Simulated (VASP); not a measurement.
# Mg8S7 (a cell with a defect) in VASP: further runs

The runs below take Mg8S7 (a cell with a defect) through single point, with PBEsol.

Program: VASP 6.6.1. These are calculated values, not measurements. Logs are shortened: lines on timing, memory, paths and dates and some standing lists are left out, and cuts for length are marked.

### 1 The cell of the first run

The cell holds a defect, 15 atoms: a = 7.575 Å, b = 7.575 Å, c = 8.058 Å, α = 105.42°, β = 105.42°, γ = 115.74°.

### 2 Single point, PBEsol

File INCAR:

```
PREC = Accurate
ENCUT = 520
EDIFF = 1E-6
ISMEAR = 0
SIGMA = 0.05
LREAL = Auto
LASPH = True
NELM = 100
ALGO = Normal
ISIF = 2
LWAVE = False
LCHARG = False
GGA = PS
NELECT = 56.0
NBANDS = 42
```

File KPOINTS:

```
Automatic mesh
0
Gamma
  4 4 4
```

File POSCAR:

```
Mg8S7
1.0
    4.0287906947      0.0000000000     -6.4151922106
    4.0287906947      0.0000000000      6.4151922106
   -4.0287906947     -6.9780701763      0.0000000000
Mg S
8 7
Direct
    0.9455798879      0.3817055906      0.3481564299
    0.4444691059      0.8957991526      0.3668193262
    0.8843092857      0.4037595377      0.8181484072
    0.3282478778      0.8715987059      0.7876680602
    0.3408280249      0.3757939297      0.1583556731
    0.9315154932      0.7977045376      0.1620892269
    0.3622274564      0.3199132137      0.6592261017
    0.8233189668      0.8616015298      0.6608759848
    0.0937737358      0.5360382708      0.1671307354
    0.6191917574      0.0285230954      0.7093035574
    0.1309728294      0.4819833566      0.6691355750
    0.6783593835      0.7458106750      0.3084953211
    0.2992804937      0.1341708656      0.3242982577
    0.7365746565      0.6263698525      0.8187819634
    0.2165563525      0.1206889210      0.8331819333
```

Potentials or basis: VASP PAW PBE potentials, release 64 (Mg, S).

Run with:

```
> cat potpaw_PBE.64/Mg/POTCAR potpaw_PBE.64/S/POTCAR > POTCAR
> mpirun -np 1 vasp_std > vasp.out
```

OUTCAR:

```text
PREC = Accurate
   ENCUT = 520
   EDIFF = 1E-6
   ISMEAR = 0
   LREAL = Auto
   LASPH = True
   NELM = 100
   ISIF = 2
   GGA = PS
   NELECT = 56.0

 ion  position               nearest neighbor table
   1  0.946  0.382  0.348-  11 2.31   9 2.32   4 3.59
   2  0.444  0.896  0.367-  10 2.41   9 2.49  13 2.54  12 2.56   8 3.36   6 3.44   5 3.47
   3  0.884  0.404  0.818-  10 2.38  14 2.39  11 2.43   9 2.49   6 3.30   7 3.52
   4  0.328  0.872  0.788-  10 2.35  15 2.37  11 2.40   1 3.59   8 3.65
   5  0.341  0.376  0.158-  15 2.43  12 2.49  13 2.50   9 2.64   2 3.47
   6  0.932  0.798  0.162-  14 2.40  12 2.45  13 2.47   9 2.75   3 3.30   2 3.44
   7  0.362  0.320  0.659-  14 2.42  15 2.44  13 2.49  11 2.54   3 3.52
   8  0.823  0.862  0.661-  14 2.42  10 2.43  15 2.43  12 2.49   2 3.36   4 3.65
   9  0.094  0.536  0.167-   1 2.32   3 2.49   2 2.49   5 2.64   6 2.75
  10  0.619  0.029  0.709-   4 2.35   3 2.38   2 2.41   8 2.43
  11  0.131  0.482  0.669-   1 2.31   4 2.40   3 2.43   7 2.54
  12  0.678  0.746  0.308-   6 2.45   5 2.49   8 2.49   2 2.56
  13  0.299  0.134  0.324-   6 2.47   7 2.49   5 2.50   2 2.54
  14  0.737  0.626  0.819-   3 2.39   6 2.40   7 2.42   8 2.42
  15  0.217  0.121  0.833-   4 2.37   5 2.43   8 2.43   7 2.44

  LATTYP: Found a face centered orthorhombic cell.
 ALAT       =     8.0575813894
 B/A-ratio  =     1.5923369310
 C/A-ratio  =     1.7320508076

  Lattice vectors:

 A1 = (   0.0000000000,  -6.9780701763,   6.4151922106)
 A2 = (   4.0287906947,  -6.9780701763,   0.0000000000)
 A3 = (   4.0287906947,   0.0000000000,   6.4151922106)

Analysis of symmetry for initial positions (statically):
=====================================================================
 Subroutine PRICEL returns:
 Original cell was already a primitive cell.

 Routine SETGRP: Setting up the symmetry group for a
 face centered orthorhombic supercell.

 Subroutine GETGRP returns: Found  1 space group operations
 (whereof  1 operations were pure point group operations)
 out of a pool of  8 trial point group operations.

The static configuration has the point symmetry C_1 .

Analysis of symmetry for dynamics (positions and initial velocities):
=====================================================================
 Subroutine PRICEL returns:
 Original cell was already a primitive cell.

 Routine SETGRP: Setting up the symmetry group for a
 face centered orthorhombic supercell.

 Subroutine GETGRP returns: Found  1 space group operations
 (whereof  1 operations were pure point group operations)
 out of a pool of  8 trial point group operations.

The dynamic configuration has the point symmetry C_1 .

 Subroutine INISYM returns: Found  1 space group operations
 (whereof  1 operations are pure point group operations),
 and found     1 'primitive' translations

----------------------------------------------------------------------------------------

                                     Primitive cell

  volume of cell :     360.7030

  direct lattice vectors                    reciprocal lattice vectors
     4.028790695  0.000000000 -6.415192211     0.124106720 -0.071653048 -0.077939987
     4.028790695  0.000000000  6.415192211     0.124106720 -0.071653048  0.077939987
    -4.028790695 -6.978070176  0.000000000     0.000000000 -0.143306097  0.000000000

  length of vectors
     7.575344584  7.575344584  8.057581389     0.163129639  0.163129639  0.143306097

  position of ions in fractional coordinates (direct lattice)
     0.945579888  0.381705591  0.348156430
     0.444469106  0.895799153  0.366819326
     0.884309286  0.403759538  0.818148407
     0.328247878  0.871598706  0.787668060
     0.340828025  0.375793930  0.158355673
     0.931515493  0.797704538  0.162089227
     0.362227456  0.319913214  0.659226102
     0.823318967  0.861601530  0.660875985
     0.093773736  0.536038271  0.167130735
     0.619191757  0.028523095  0.709303557
     0.130972829  0.481983357  0.669135575
     0.678359384  0.745810675  0.308495321
[... 29 lines left out ...]

 Generating k-lattice:

[... 44 lines left out ...]
  volume/ion in A,a.u.               =      24.05       162.28
  Fermi-wavevector in a.u.,A,eV,Ry     =   0.879875  1.662722 10.533357  0.774180
  Thomas-Fermi vector in A             =   2.000158
   LORBIT       =      0    0 simple, 1 ext, 2 COOP (PROOUT), +10 PAW based schemes
   GGA     = PS    functional components
   LHFCALC =     F    Hartree Fock is set to
   AEXX    =    0.0000 exact exchange contribution
   IVDW    =     0    specifies the selected vdW correction
   LEPSILON=     F    determine dielectric tensor
   LRPA    =     F    only Hartree local field effects (RPA)
 non-spin polarized calculation
 Gauss-broadening in eV      SIGMA  =   0.05
  energy-cutoff  :      520.00
  volume of cell :      360.70
 maximum number of plane-waves:      9744
   NGX = 29   NGY = 29   NGZ = 29

 number of electron      56.0000001 magnetization

 Free energy of the ion-electron system (eV)
  ---------------------------------------------------
  ext. energy  EPLUGINS =         0.00000000
  ---------------------------------------------------
  free energy    TOTEN  =       -67.80207239 eV

  energy without entropy =      -67.80207239  energy(sigma->0) =      -67.80207239

 E-fermi :   1.1787     XC(G=0):  -8.0704

 val. band max:        0.9241467350   @ k =   0.0000   0.0000   0.0000
 cond. band min:       2.5809840320   @ k =   0.0000   0.0000   0.0000
 fundamental gap:      1.6568372970
 Fermi energy:         1.1787457520

 k-point     1 :       0.0000    0.0000    0.0000
  band No.  band energies     occupation
      1     -10.6635      2.00000
      2     -10.2369      2.00000
      3      -9.9625      2.00000
      4      -9.6950      2.00000
      5      -9.6055      2.00000
      6      -9.5803      2.00000
[... 1021 lines left out ...]
     39       6.9535      0.00000
     40       7.1836      0.00000

 [... further k-points ...]

 [bands above 40 left out]

------------------------ aborting loop because EDIFF is reached ----------------------------------------

  FORCE on cell =-STRESS in cart. coord.  units (eV):
  Direction    XX          YY          ZZ          XY          YZ          ZX
  --------------------------------------------------------------------------------------
  -------------------------------------------------------------------------------------
  Total      -11.8933937    -10.6471196    -15.2496874      0.0589671      0.1649369     -0.3795842
  in kB      -52.8283042    -47.2925802    -67.7363541      0.2619211      0.7326200     -1.6860443
  external PRESSURE =     -55.9524128 kB  Pullay stress =       0.0000000 kB

 VOLUME and BASIS-vectors are now :
 -----------------------------------------------------------------------------
  energy-cutoff  :      520.00
  volume of cell :      360.70
      direct lattice vectors                 reciprocal lattice vectors
     4.028790695  0.000000000 -6.415192211     0.124106720 -0.071653048 -0.077939987
     4.028790695  0.000000000  6.415192211     0.124106720 -0.071653048  0.077939987
    -4.028790695 -6.978070176  0.000000000     0.000000000 -0.143306097  0.000000000

 POSITION                                       TOTAL-FORCE (eV/Angst)
 -----------------------------------------------------------------------------------
      3.94471     -2.42946     -3.61736         0.014624     -0.002904      0.003591
      3.92182     -2.55969      2.89537        -0.017203     -0.011072      0.004135
      1.89321     -5.70910     -3.08282        -0.004067      0.007367      0.005935
      1.66058     -5.49640      3.48570         0.005142      0.021316      0.007482
      2.24914     -1.10502      0.22431         0.000340     -0.002895      0.003061
      6.31364     -1.13107     -0.85842        -0.004485     -0.001226     -0.006536
      0.09232     -4.60013     -0.27145         0.000949     -0.000026      0.004945
      4.12566     -4.61164      0.24559         0.000047      0.001862      0.000153
      1.86405     -1.16625      2.83721        -0.000699     -0.009473     -0.003617
     -0.24813     -4.94957     -3.78925         0.001701     -0.005208     -0.009275
     -0.22633     -4.66927      2.25180        -0.005005      0.009918     -0.004178
      4.49482     -2.15270      0.43271        -0.007593      0.000552      0.006039
      0.43976     -2.26298     -1.05921         0.014239      0.000992     -0.008757
      2.19232     -5.71352     -0.70699        -0.000793     -0.000705     -0.000072
     -1.99803     -5.81400     -0.61501         0.002802     -0.008497     -0.002905
 -----------------------------------------------------------------------------------
    total drift:                                0.002323      0.006733     -0.000052

  FREE ENERGIE OF THE ION-ELECTRON SYSTEM (eV)
  ---------------------------------------------------
  free  energy   TOTEN  =       -67.8020723863 eV

  energy  without entropy=      -67.8020723863  energy(sigma->0) =      -67.80207239
```

It took 7.8 min on 1 thread of Intel Xeon 6975P-C (Granite Rapids), shared host; peak memory 0.62 GiB.

What came out:

* Free energy: -67.8021 eV
* Largest force: 0.023 eV/Å

Forces in eV/Å, atoms in the order of the input:
```
Mg   0.015 -0.003  0.004
Mg  -0.017 -0.011  0.004
Mg  -0.004  0.007  0.006
Mg   0.005  0.021  0.007
Mg   0.000 -0.003  0.003
Mg  -0.004 -0.001 -0.007
Mg   0.001  0.000  0.005
Mg   0.000  0.002  0.000
S   -0.001 -0.009 -0.004
S    0.002 -0.005 -0.009
S   -0.005  0.010 -0.004
S   -0.008  0.001  0.006
S    0.014  0.001 -0.009
S   -0.001 -0.001  0.000
S    0.003 -0.008 -0.003
```

Caveat: the cell carries a net charge on a neutralising background, which shifts energy and pressure; the cell is charged against a uniform background, so pressure and absolute levels hang on convention; the PAW data sets were made with another functional, which shifts forces and pressure a little.

### 3 Single point, PBEsol

File INCAR:

```
SYSTEM = Mg8S7
PREC = Accurate
ENCUT = 520
EDIFF = 1E-6
ISMEAR = 0
SIGMA = 0.05
LREAL = Auto
LASPH = .True.
NELM = 60
ALGO = Normal
ISIF = 2
LWAVE = .False.
LCHARG = .True.
GGA = PS
LELF = .True.
LVHAR = .True.
NELECT = 56.0
NBANDS = 42
```

File KPOINTS:

```
Automatic mesh
0
Gamma
  4 4 4
  0 0 0
```

File POSCAR:

```
Mg8S7
1.0
    4.0287906947      0.0000000000     -6.4151922106
    4.0287906947      0.0000000000      6.4151922106
   -4.0287906947     -6.9780701763      0.0000000000
Mg S
8 7
Direct
    1.0036281062      0.3278143726      0.3401800125
    0.4347738197      0.9048200632      0.3628213727
    0.8888589419      0.4106536287      0.8191033990
    0.3234557572      0.8717641920      0.7792906724
    0.3471146804      0.3926791764      0.1535474670
    0.9184083435      0.7858528452      0.1586609151
    0.3665514916      0.3318187833      0.6734791828
    0.8190467104      0.8668597751      0.6564107102
    0.0885424685      0.5437875966      0.1713627077
    0.6146999527      0.0364538334      0.7031401055
    0.1339077448      0.4884204274      0.6724005178
    0.6731617419      0.7672463742      0.3054777247
    0.2599828278      0.1521154440      0.3234967467
    0.7389716542      0.6317731514      0.8158894732
    0.2136847218      0.1214851461      0.8355721357
```

Potentials or basis: VASP PAW PBE potentials, release 64 (Mg, S).

Run with:

```
> cat potpaw_PBE.64/Mg/POTCAR potpaw_PBE.64/S/POTCAR > POTCAR
> mpirun -np 1 vasp_std > vasp.out
```

Wall time 10 min (1 thread of Intel Xeon 6975P-C (Granite Rapids), shared host); peak memory 0.62 GiB.

The run converged. Its results:

- Free energy: -68.1144 eV
- Largest force: 0.530 eV/Å

Forces on the atoms (eV/Å):
```
Mg   0.064  0.030 -0.526
Mg  -0.024  0.004  0.061
Mg   0.012 -0.013  0.000
Mg   0.009  0.049  0.006
Mg   0.056  0.013  0.038
Mg  -0.054  0.006 -0.015
Mg  -0.007 -0.062  0.012
Mg   0.007  0.014  0.022
S   -0.033 -0.034  0.041
S    0.019  0.016  0.036
S   -0.007 -0.008 -0.008
S    0.046  0.007  0.105
S   -0.082 -0.007  0.234
S    0.015 -0.002 -0.002
S   -0.021 -0.014 -0.003
```

Levels at points of the mesh, in eV from the Fermi level:
```
           k point  band 25  band 26  band 27  band 28  band 29  band 30  band 31  band 32
(0.00, 0.00, 0.00)    -0.79    -0.54    -0.50    -0.24     1.72     3.46     3.94     4.27
(0.50, 0.00, 0.00)    -0.94    -0.83    -0.60    -0.37     2.96     3.13     3.79     4.46
(0.00, 0.50, 0.50)    -0.82    -0.65    -0.57    -0.39     2.73     3.69     4.18     4.58
(0.00, 0.50, 0.00)    -0.86    -0.71    -0.61    -0.37     2.75     3.84     4.19     4.35
(0.50, 0.00, 0.50)    -0.76    -0.73    -0.51    -0.48     2.85     3.33     3.96     4.43
(0.50, 0.50, 0.00)    -0.83    -0.65    -0.60    -0.51     2.71     3.76     3.90     4.22
(0.00, 0.00, 0.50)    -0.74    -0.59    -0.53    -0.37     2.51     3.76     4.25     4.42
(0.50, 0.50, 0.50)    -1.05    -0.90    -0.78    -0.59     3.12     3.64     4.05     4.26
```

Caveat: the cell carries a net charge on a neutralising background, which shifts energy and pressure; the cell is charged against a uniform background, so pressure and absolute levels hang on convention; the PAW data sets were made with another functional, which shifts forces and pressure a little.

### 4 Single point, PBEsol

File INCAR:

```
PREC = Accurate
ENCUT = 520
EDIFF = 1E-6
ISMEAR = 0
SIGMA = 0.05
LREAL = Auto
LASPH = T
NELM = 80
ALGO = Normal
ISIF = 2
LWAVE = F
LCHARG = T
GGA = PS
LELF = T
LVHAR = T
NELECT = 56.0
NBANDS = 42
```

File KPOINTS:

```
Automatic mesh
0
Gamma
  4 4 4
```

File POSCAR:

```
Mg8S7
1.0
    4.0287906947      0.0000000000     -6.4151922106
    4.0287906947      0.0000000000      6.4151922106
   -4.0287906947     -6.9780701763      0.0000000000
Mg S
8 7
Direct
    0.9773831904      0.2617319910      0.3390927492
    0.4027955839      0.9098011253      0.3602536140
    0.8992405576      0.4160196503      0.8243843720
    0.3401985769      0.8706794866      0.7915078038
    0.3338854389      0.4133759644      0.1461639070
    0.9037607763      0.7788500996      0.1427646863
    0.3830785800      0.3379109544      0.6810117812
    0.8343718966      0.8919365007      0.6492886838
    0.0706916122      0.5291060920      0.1840729554
    0.6129875149      0.0410242940      0.6956022048
    0.1455162793      0.4855982174      0.6784880175
    0.6774400985      0.8308874104      0.2928007240
    0.2482048675      0.1534756716      0.3181103004
    0.7524397559      0.6378929152      0.8007120678
    0.2323773797      0.1273378146      0.8457461520
```

Run with:

```
> cat potpaw_PBE.64/Mg/POTCAR potpaw_PBE.64/S/POTCAR > POTCAR
> mpirun -np 1 vasp_std > vasp.out
```

Run time: 19 min. Hardware: 1 thread of Intel Xeon 8259CL, shared host; peak memory 0.64 GiB.

Results (log left out):

| Property | Result |
| --- | --- |
| Free energy | -68.1682 eV |
| Largest force | 0.151 eV/Å |

Forces in eV/Å, atoms in the order of the input:
```
Mg   0.097 -0.063 -0.045
Mg   0.040  0.039 -0.035
Mg   0.009 -0.070 -0.067
Mg  -0.025  0.096  0.046
Mg   0.013 -0.101 -0.003
Mg   0.035  0.017 -0.063
Mg   0.014  0.081  0.045
Mg  -0.050 -0.025  0.053
S   -0.058  0.033  0.101
S   -0.024 -0.111  0.024
S    0.013  0.011  0.046
S   -0.093  0.067 -0.099
S    0.003  0.002 -0.098
S    0.037  0.018  0.061
S   -0.011  0.008  0.034
```

Levels at points of the mesh, in eV from the Fermi level:
```csv
k point,band 24,band 25,band 26,band 27,band 28,band 29,band 30,band 31,band 32,band 33
"(0.00, 0.00, 0.00)",-0.80,-0.77,-0.52,-0.38,-0.21,1.85,3.61,3.93,4.10,4.41
"(0.50, 0.00, 0.00)",-1.06,-0.91,-0.79,-0.44,-0.32,3.20,3.26,3.51,4.43,4.64
"(0.00, 0.50, 0.50)",-1.06,-0.86,-0.68,-0.45,-0.31,3.08,3.63,3.95,4.46,4.51
"(0.00, 0.50, 0.00)",-1.05,-1.01,-0.60,-0.55,-0.25,3.15,3.74,3.98,4.41,4.47
"(0.50, 0.00, 0.50)",-1.13,-0.73,-0.62,-0.46,-0.43,3.04,3.49,3.66,4.26,4.55
"(0.50, 0.50, 0.00)",-0.93,-0.81,-0.59,-0.56,-0.41,2.92,3.76,3.83,4.22,4.37
"(0.00, 0.00, 0.50)",-0.98,-0.70,-0.52,-0.46,-0.34,2.84,3.70,4.02,4.39,4.58
"(0.50, 0.50, 0.50)",-1.08,-1.01,-0.86,-0.69,-0.53,3.29,3.64,4.02,4.18,4.56
```

Caveat: the cell carries a net charge on a neutralising background, which shifts energy and pressure; the cell is charged against a uniform background, so pressure and absolute levels hang on convention; the PAW data sets were made with another functional, which shifts forces and pressure a little.

### 5 Single point, PBEsol

File INCAR:

```
  PREC = Accurate
  ENCUT = 520
  EDIFF = 1E-6
  ISMEAR = 0
  SIGMA = 0.05
  LREAL = Auto
  LASPH = True
  NELM = 100
  ALGO = Normal
  ISIF = 2
  LWAVE = False
  LCHARG = False
  GGA = PS
  NBANDS = 42
  NELECT = 56.0
```

KPOINTS is that of step 4.

File POSCAR:

```
Mg8S7
1.0
    4.0287906947      0.0000000000     -6.4151922106
    4.0287906947      0.0000000000      6.4151922106
   -4.0287906947     -6.9780701763      0.0000000000
Mg S
8 7
Direct
    0.9685540043      0.2773190647      0.3522915273
    0.3982059310      0.9093231185      0.3598014833
    0.8996096800      0.4145227336      0.8270445631
    0.3859388188      0.8849696966      0.8360115122
    0.2785220223      0.3606344489      0.1250716857
    0.8943923456      0.7994958905      0.1267298806
    0.3806750543      0.3425281069      0.6798663356
    0.8420481061      0.8964079738      0.6445049829
    0.0647104001      0.5267865005      0.1843412244
    0.6190601792      0.0351866369      0.6953656065
    0.1572391582      0.4975817276      0.6937395122
    0.6749018171      0.8910923777      0.2600442464
    0.2493548331      0.1522247737      0.3208260942
    0.7511345049      0.6324630801      0.7857640954
    0.2396083137      0.1171748816      0.8377640024
```

Run with:

```
> cat potpaw_PBE.64/Mg/POTCAR potpaw_PBE.64/S/POTCAR > POTCAR
> mpirun -np 1 vasp_std > vasp.out
```

It took 18 min on 1 thread of Intel Xeon 8259CL, shared host; peak memory 0.64 GiB.

Results (log left out):

- Free energy: -67.9855 eV
- Largest force: 0.079 eV/Å

Forces in eV/Å, atoms in the order of the input:
```
Mg   0.036 -0.028 -0.033
Mg   0.006  0.012 -0.015
Mg   0.019 -0.015  0.027
Mg  -0.014  0.034  0.028
Mg   0.046 -0.022  0.038
Mg  -0.024  0.004 -0.010
Mg   0.025  0.007  0.001
Mg  -0.014 -0.011 -0.008
S    0.007  0.003 -0.020
S    0.000 -0.008  0.022
S   -0.003  0.008  0.017
S   -0.051  0.007 -0.060
S   -0.034 -0.012  0.019
S    0.014  0.007  0.020
S   -0.014  0.015 -0.025
```

Levels at points of the mesh, in eV from the Fermi level:
```
           k point  band 25  band 26  band 27  band 28  band 29  band 30  band 31  band 32
(0.00, 0.00, 0.00)    -0.78    -0.46    -0.41    -0.23     1.85     3.69     3.76     4.07
(0.50, 0.00, 0.00)    -0.91    -0.77    -0.48    -0.34     3.31     3.40     3.54     4.44
(0.00, 0.50, 0.50)    -0.83    -0.74    -0.42    -0.34     3.20     3.67     3.92     4.22
(0.00, 0.50, 0.00)    -0.94    -0.68    -0.58    -0.27     3.27     3.53     3.84     4.46
(0.50, 0.00, 0.50)    -0.76    -0.62    -0.51    -0.37     3.05     3.46     3.67     4.15
(0.50, 0.50, 0.00)    -0.81    -0.67    -0.59    -0.39     3.00     3.64     3.91     4.23
(0.00, 0.00, 0.50)    -0.74    -0.59    -0.48    -0.29     2.92     3.66     4.04     4.31
(0.50, 0.50, 0.50)    -0.92    -0.86    -0.73    -0.60     3.36     3.72     3.98     4.15
```

Caveat: the cell carries a net charge on a neutralising background, which shifts energy and pressure; the cell is charged against a uniform background, so pressure and absolute levels hang on convention; the PAW data sets were made with another functional, which shifts forces and pressure a little.
